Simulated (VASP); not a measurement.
Wanted: the native input for a VASP 6.6.1 run.

```
Task                   : single point
Functional             : PBE
Dispersion             : D3(BJ)
Potentials or basis    : VASP PAW PBE potentials, release 64 (Pb_d, O, H)
Cutoff                 : 520 eV
k mesh                 : 3 × 3 × 1
Occupations            : gaussian, width 0.1 eV
Spin                   : no spin polarisation
Dipole correction      : yes
Further INCAR settings : LREAL = Auto; ALGO = Normal; EDIFF = 1e-06; NBANDS = 107
```

The structure of H2Pb6O lies in POSCAR:

```
H2Pb6O
1.0
    7.0141808633      0.0000000000      0.0000000000
    0.0000000000      7.0141808633      0.0000000000
    0.0000000000      0.0000000000     22.9597748529
Pb O H
12 2 4
Direct
    0.2500000000      0.2500000000      0.3484354726
    0.2500000000      0.7500000000      0.3484354726
    0.7500000000      0.2500000000      0.3484354726
    0.7500000000      0.7500000000      0.3484354726
    0.4961412684      0.5038865786      0.4598742323
    0.5104973831      0.0067334144      0.4608532634
   -0.0015258386      0.5082299219      0.4572307792
    0.0107984717      0.0022980410      0.4664632103
    0.7394797909      0.7950605828      0.5773803252
    0.7704359760      0.3009137667      0.5735609072
    0.2042966902      0.6972096845      0.5769522638
    0.2877826268      0.2305325037      0.5805484283
    0.1424658795      0.1311863048      0.6883020421
    0.9529244090      0.4663634813      0.7162586327
    0.0484720042      0.0344499462      0.6780074102
    0.0668937111      0.2433517671      0.7010988081
    0.8188643190      0.4622858819      0.7270591571
    0.9544532527      0.5394503357      0.6797369243
```

These files were run (other wordings do the same):

INCAR

```
SYSTEM = H2Pb6O
ALGO = Normal ; DIPOL = 0.5 0.5 0.541
EDIFF = 1E-6 ; ENCUT = 520
GGA = PE ; IDIPOL = 3
ISIF = 2 ; ISMEAR = 0
IVDW = 12 ; LASPH = .TRUE.
LCHARG = .FALSE. ; LDIPOL = .TRUE.
LREAL = Auto ; LWAVE = .FALSE.
NBANDS = 107 ; NELM = 60
PREC = Accurate ; SIGMA = 0.1
```

KPOINTS

```
k-points
0
G
  3 3 1
  0 0 0
```

Potentials or basis: VASP PAW PBE potentials, release 64 (Pb_d, O, H).

Launch:

```bash
$ cat potpaw_PBE.64/Pb_d/POTCAR potpaw_PBE.64/O/POTCAR potpaw_PBE.64/H/POTCAR > POTCAR
$ mpirun -np 1 vasp_std > vasp.out
```

It gave:

The largest force is 0.167 eV/Å and the band gap on the k mesh is zero (bands 92 and 93 overlap by 0.02 eV). The dispersion energy per atom is -0.201 eV.

Caveat: spin-orbit coupling is left out, which moves the levels of the heavy elements.

Run time: 18 min on 1 thread of Intel(R) Xeon(R) 6975P-C (Granite Rapids), with other jobs on the host, peak memory 1.2 GiB.
